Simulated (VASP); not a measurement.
# Al2Cu: single point with PBEsol

The system is Al2Cu.

```
Al Cu
1.0
    -2.87665    2.87665    2.31725
     2.87665   -2.87665    2.31725
     2.87665    2.87665   -2.31725
Al Cu
4 2
Direct
  0.15932 0.65932 0.81864
  0.65932 0.84068 0.50000
  0.84068 0.34068 0.18136
  0.34068 0.15932 0.50000
  0.75000 0.75000 0.00000
  0.25000 0.25000 0.00000
```

```
Program             : VASP 6.6.1
Task                : single point
Functional          : PBEsol
Potentials or basis : VASP PAW PBE potentials, release 64 (Al, Cu)
Cutoff              : 520 eV
k mesh              : 10 × 10 × 10
Occupations         : gaussian, width 0.15 eV
Spin                : no spin polarisation
```

```yaml
Pressure: 17.9 GPa
Largest_force: 0.121 eV/Å
Band_gap_on_the_k_mesh: zero (band 17 reaches 12.52 eV, above the bottom of band 18 at 7.73 eV)
```

Forces on the atoms (eV/Å):
```
Al  -0.086 -0.086  0.000
Al   0.086 -0.086  0.000
Al   0.086  0.086  0.000
Al  -0.086  0.086  0.000
Cu   0.000  0.000  0.000
Cu   0.000  0.000  0.000
```

Stress tensor (GPa, compression positive):
```
17.83  0.00  0.00
 0.00 17.83  0.00
 0.00  0.00 18.05
```

Levels at points of the mesh, in eV from the Fermi level:
```tsv
k point	band 13	band 14	band 15	band 16	band 17	band 18	band 19	band 20	band 21	band 22
(0.00, 0.00, 0.00)	-3.37	-2.19	-1.70	-1.53	-1.53	-1.02	-0.11	0.23	1.85	1.86
(0.50, 0.00, 0.00)	-3.48	-3.48	-2.89	-2.89	0.24	0.24	4.36	4.36	4.66	4.66
(0.50, 0.50, 0.00)	-3.29	-3.20	-1.79	-1.56	-0.70	-0.70	0.93	1.48	4.78	4.86
(0.50, 0.50, 0.50)	-3.79	-3.68	-3.68	-1.99	2.80	2.95	2.95	3.62	4.86	5.37
```

It took 2.2 min on 1 thread of Intel(R) Xeon(R) 6975P-C (Granite Rapids), on a shared host, peak memory 0.32 GiB.

Caveat: the PAW data sets were made with another functional, which shifts forces and pressure a little.
